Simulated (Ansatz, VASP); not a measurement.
# Ir: VASP beside Ansatz

```
CELL_PARAMETERS angstrom
0.00000 1.91970 1.87171
1.91970 0.00000 1.87171
1.91970 1.91970 0.00000
ATOMIC_POSITIONS crystal
Ir 0.00000 0.00000 0.00000
```

Change from the starting cell: strain -0.0250 x Voigt [0, 0, 1, 0, 0, 0], atoms carried along.

Alike in both runs: task single point; functional PBE; k mesh 22 × 22 × 22; occupations gaussian, width 0.15 eV; no spin polarisation.

```csv
,VASP,Ansatz
version,VASP 6.6.1,Ansatz 0.2.0
potentials or method,"VASP PAW PBE potentials, release 64 (Ir), cutoff 520 eV","scalar-relativistic, plane waves, PAW"
valence electrons in the cell,9,17
```

VASP gave:

```
gap on the k mesh at the Fermi level (eV)                     : none
pressure (GPa)                                                : 20.6
traceless stress, the component that is largest in VASP (GPa) : 6.62
```

Q: What did Ansatz give for the same quantities?

A: gap on the k mesh at the Fermi level (eV): none; pressure (GPa): 19.9; traceless stress, the component that is largest in VASP (GPa): 6.65.

A gap of «none» marks a metal or a gap that the smearing closes. The functional is the same, so the differences come from potentials, cutoffs and numerics. VASP's potentials hold 9 valence electrons a cell and Ansatz's 17, so a difference there can come from the potentials and not from the codes.

Spin-orbit coupling is off throughout.
